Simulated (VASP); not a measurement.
# Mo (Im-3m) in VASP: notebook, part 2 of 2

VASP 6.6.1. The steps go on from the part before.

## Step 6: Single point, PBE

This run uses another cell than the first one, of 16.83 Å³/atom, 1.174 times its volume.

Input file INCAR:

```
SYSTEM = Mo
ALGO = Normal ; EDIFF = 1E-6
ENCUT = 520 ; GGA = PE
ISIF = 2 ; ISMEAR = -1
LASPH = .TRUE. ; LCHARG = .TRUE.
LELF = .TRUE. ; LREAL = .FALSE.
LVHAR = .TRUE. ; LWAVE = .FALSE.
NBANDS = 13 ; NELM = 100
PREC = Accurate ; SIGMA = 0.05
```

Input file KPOINTS:

```
k-points
0
G
  13 13 13
  0 0 0
```

Input file POSCAR:

```
Mo
1.0
   -1.6143010825      1.6143010825      1.6143010825
    1.6143010825     -1.6143010825      1.6143010825
    1.6143010825      1.6143010825     -1.6143010825
Mo
1
Direct
    0.0000000000      0.0000000000      0.0000000000
```

Potentials or basis: VASP PAW PBE potentials, release 64 (Mo_sv).

The run is started by

```
cat potpaw_PBE.64/Mo_sv/POTCAR > POTCAR
mpirun -np 1 vasp_std > vasp.out
```

OUTCAR:

```text
SYSTEM = Mo
   EDIFF = 1E-6
   ENCUT = 520
   GGA = PE
   ISIF = 2
   ISMEAR = -1
   LASPH = .TRUE.
   LREAL = .FALSE.
   NELM = 100
   PREC = Accurate

 ion  position               nearest neighbor table
   1  0.000  0.000  0.000-

  LATTYP: Found a body centered cubic cell.
 ALAT       =     3.2286021650

  Lattice vectors:

 A1 = (  -1.6143010825,   1.6143010825,   1.6143010825)
 A2 = (   1.6143010825,  -1.6143010825,   1.6143010825)
 A3 = (   1.6143010825,   1.6143010825,  -1.6143010825)

Analysis of symmetry for initial positions (statically):
=====================================================================
 Subroutine PRICEL returns:
 Original cell was already a primitive cell.

 Routine SETGRP: Setting up the symmetry group for a
 body centered cubic supercell.

 Subroutine GETGRP returns: Found 48 space group operations
 (whereof 48 operations were pure point group operations)
 out of a pool of 48 trial point group operations.

The static configuration has the point symmetry O_h .

Analysis of symmetry for dynamics (positions and initial velocities):
=====================================================================
 Subroutine PRICEL returns:
 Original cell was already a primitive cell.

 Routine SETGRP: Setting up the symmetry group for a
 body centered cubic supercell.

 Subroutine GETGRP returns: Found 48 space group operations
 (whereof 48 operations were pure point group operations)
 out of a pool of 48 trial point group operations.

The dynamic configuration has the point symmetry O_h .

 Subroutine INISYM returns: Found 48 space group operations
 (whereof 48 operations are pure point group operations),
 and found     1 'primitive' translations

----------------------------------------------------------------------------------------

                                     Primitive cell

[... 103 lines left out ...]
   ISMEAR =    -1;   SIGMA  =   0.05  broadening in eV -4-tet -1-fermi 0-gaus
   EFERMI_NEDOS =   21; number of points for ismear=-14 and -15
   IALGO  =     38    algorithm
   IMIX   =      4    mixing-type and parameters
     AMIX     =   0.40;   BMIX     =  1.00
     AMIX_MAG =   1.60;   BMIX_MAG =  1.00
  volume/ion in A,a.u.               =      16.83       113.56
  Fermi-wavevector in a.u.,A,eV,Ry     =   1.539736  2.909679 32.256521  2.370787
  Thomas-Fermi vector in A             =   2.645922
   LORBIT       =      0    0 simple, 1 ext, 2 COOP (PROOUT), +10 PAW based schemes
   GGA     = PE    functional components
[... 5 lines left out ...]
 non-spin polarized calculation
  energy-cutoff  :      520.00
  volume of cell :       16.83
 maximum number of plane-waves:       466
 NGX is ok and might be reduce to    24
   NGX = 11   NGY = 11   NGZ = 11

 number of electron      13.9999998 magnetization

 Free energy of the ion-electron system (eV)
  ---------------------------------------------------
  ext. energy  EPLUGINS =         0.00000000
  ---------------------------------------------------
  free energy    TOTEN  =       -10.89376041 eV

  energy without entropy =      -10.88598754  energy(sigma->0) =      -10.88987398

 E-fermi :  11.5398     XC(G=0): -12.9809

 val. band max:       11.5287369611   @ k =  -0.3077   0.3077   0.1538
 cond. band min:      11.5491039511   @ k =   0.3846   0.0769   0.0000
 fundamental gap:      0.0203669900
 Fermi energy:        11.5397927965

 k-point     1 :       0.0000    0.0000    0.0000
  band No.  band energies     occupation
      1     -49.8518      2.00000
      2     -23.2683      2.00000
      3     -23.2683      2.00000
      4     -23.2683      2.00000
      5       4.4637      2.00000
      6      10.2048      2.00000
      7      10.2048      2.00000
      8      10.2048      2.00000
      9      12.9659      0.00000
     10      12.9659      0.00000
     11      26.1507      0.00000
     12      26.1507      0.00000
     13      26.1507      0.00000
[... 354 lines left out ...]
  band No.  band energies     occupation
      1     -49.7107      2.00000
      2     -24.0564      2.00000
      3     -23.5101      2.00000
      4     -23.3289      2.00000
      5       7.1732      2.00000
      6       8.7845      2.00000
      7       9.6230      2.00000
      8      12.7668      0.00000
      9      13.2372      0.00000
     10      14.4387      0.00000
     11      25.3854      0.00000
     12      25.4010      0.00000
     13      29.0801      0.00000

 [... further k-points ...]
[... 5 lines left out ...]
  --------------------------------------------------------------------------------------
  -------------------------------------------------------------------------------------
  Total       -1.4744638     -1.4744638     -1.4744638      0.0000000      0.0000000      0.0000000
  in kB     -140.3883613   -140.3883613   -140.3883613      0.0000000      0.0000000      0.0000000
  external PRESSURE =    -140.3883613 kB  Pullay stress =       0.0000000 kB

 VOLUME and BASIS-vectors are now :
 -----------------------------------------------------------------------------
  energy-cutoff  :      520.00
  volume of cell :       16.83
      direct lattice vectors                 reciprocal lattice vectors
    -1.614301082  1.614301082  1.614301082     0.000000000  0.309731565  0.309731565
     1.614301082 -1.614301082  1.614301082     0.309731565  0.000000000  0.309731565
     1.614301082  1.614301082 -1.614301082     0.309731565  0.309731565  0.000000000

 POSITION                                       TOTAL-FORCE (eV/Angst)
 -----------------------------------------------------------------------------------
      0.00000      0.00000      0.00000         0.000000     -0.000000     -0.000000
 -----------------------------------------------------------------------------------
    total drift:                               -0.000000      0.000000      0.000000

  FREE ENERGIE OF THE ION-ELECTRON SYSTEM (eV)
  ---------------------------------------------------
  free  energy   TOTEN  =       -10.8937604116 eV

  energy  without entropy=      -10.8859875428  energy(sigma->0) =      -10.88987398
```

OSZICAR:

```text
N       E                     dE             d eps       ncg     rms          rms(c)
DAV:   1     0.923489975568E+02    0.92349E+02   -0.80942E+03  2216   0.110E+03
DAV:   2    -0.104354047069E+02   -0.10278E+03   -0.99158E+02  2519   0.308E+02
DAV:   3    -0.116261885985E+02   -0.11908E+01   -0.11871E+01  2409   0.330E+01
DAV:   4    -0.116290108744E+02   -0.28223E-02   -0.28222E-02  2474   0.197E+00
DAV:   5    -0.116290310411E+02   -0.20167E-04   -0.20166E-04  2444   0.146E-01    0.124E+01
DAV:   6    -0.109788406171E+02    0.65019E+00   -0.83892E-01  2229   0.110E+01    0.297E+00
DAV:   7    -0.108972154867E+02    0.81625E-01   -0.15187E-01  2389   0.444E+00    0.112E+00
DAV:   8    -0.108938080744E+02    0.34074E-02   -0.52133E-03  2219   0.923E-01    0.223E-01
DAV:   9    -0.108937472817E+02    0.60793E-04   -0.31315E-04  2479   0.218E-01    0.623E-02
DAV:  10    -0.108937601866E+02   -0.12905E-04   -0.22422E-05  2304   0.550E-02    0.531E-03
DAV:  11    -0.108937604116E+02   -0.22504E-06   -0.18466E-07  1427   0.488E-03
   1 F= -.10893760E+02 E0= -.10889874E+02  d E =-.777287E-02
```

Run time: 18 s. Hardware: 1 thread of AMD EPYC 7R43 (Zen 3), shared host; peak memory 0.11 GiB.

Results:

```yaml
Free_energy: -10.8938 eV
Pressure: -14.0 GPa
Band_gap_on_the_k_mesh: zero (band 7 reaches 14.68 eV, above the bottom of band 8 at 10.20 eV)
```

Levels at points of the mesh, in eV from the Fermi level:
```
           k point  band 3  band 4  band 5  band 6  band 7  band 8  band 9  band 10  band 11  band 12
(0.00, 0.00, 0.00)  -34.81  -34.81   -7.08   -1.33   -1.33   -1.33    1.43     1.43    14.61    14.61
```

## Step 7: Overview

```csv
cell,gap on the mesh (eV),pressure (GPa)
"a = 2.651 Å, angles 109.5°, 1 atom",none,31.2
"a = 2.688 Å, angles 109.5°, 1 atom",none,16.0
"a = 2.725 Å, angles 109.5°, 1 atom",none,3.8
"a = 2.761 Å, angles 109.5°, 1 atom",none,-6.0
"a = 2.796 Å, angles 109.5°, 1 atom",none,-14.0
```

Alike in all rows: task single point; level PBE; potentials or basis VASP PAW PBE potentials, release 64 (Mo_sv); no spin polarisation; k mesh 13 × 13 × 13; cutoff (eV) 520; smearing fermi-dirac 0.05 eV.

Total energies depend on the potentials used, so only differences within one code and one set of settings carry meaning.
